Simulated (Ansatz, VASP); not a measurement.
# One calculation of TiO2, two programs

```
Ti O
1.0
     4.52303    0.00000    0.00000
     0.00000    5.47503    0.00000
     0.00000    0.00000    4.86984
Ti O
4 8
Cartesian
  2.2615 3.6997 3.6524
  0.0000 4.5129 1.2175
  2.2615 1.7754 1.2175
  0.0000 0.9622 3.6524
  3.2997 3.3761 0.3915
  1.0382 4.8365 4.4783
  3.4848 4.8365 2.8264
  1.2233 3.3761 2.0434
  3.2997 2.0990 2.8264
  1.0382 0.6385 2.0434
  3.4848 0.6385 0.3915
  1.2233 2.0990 4.4783
```

Alike in both runs: task single point; functional r2SCAN; k mesh 6 × 4 × 6; occupations gaussian, width 0.02 eV; no spin polarisation.

|  | VASP | Ansatz |
| --- | --- | --- |
| version | VASP 6.6.1 | Ansatz 0.2.0 |
| potentials or method | VASP PAW PBE potentials, release 64 (Ti_sv, O), cutoff 520 eV | scalar-relativistic, plane waves, PAW |
| valence electrons in the cell | 96 | 96 |

Ansatz gave:

```
gap on the k mesh at the Fermi level (eV)                     : 3.10
least direct gap on the mesh (eV)                             : 3.14
pressure (GPa)                                                : 4.0
traceless stress, the component that is largest in VASP (GPa) : 0.02
rms of the force components (eV/Å)                            : 0.001
```

**Question.** Which values does VASP return?

**Answer.** gap on the k mesh at the Fermi level (eV): 3.12; least direct gap on the mesh (eV): 3.16; pressure (GPa): 5.4; traceless stress, the component that is largest in VASP (GPa): -0.23; rms of the force components (eV/Å): 0.049.

VASP's potentials were made for PBE, not for r2SCAN. Atom by atom the forces differ by 0.048 eV/Å (rms over components). The functional is the same, so the differences come from potentials, cutoffs and numerics.
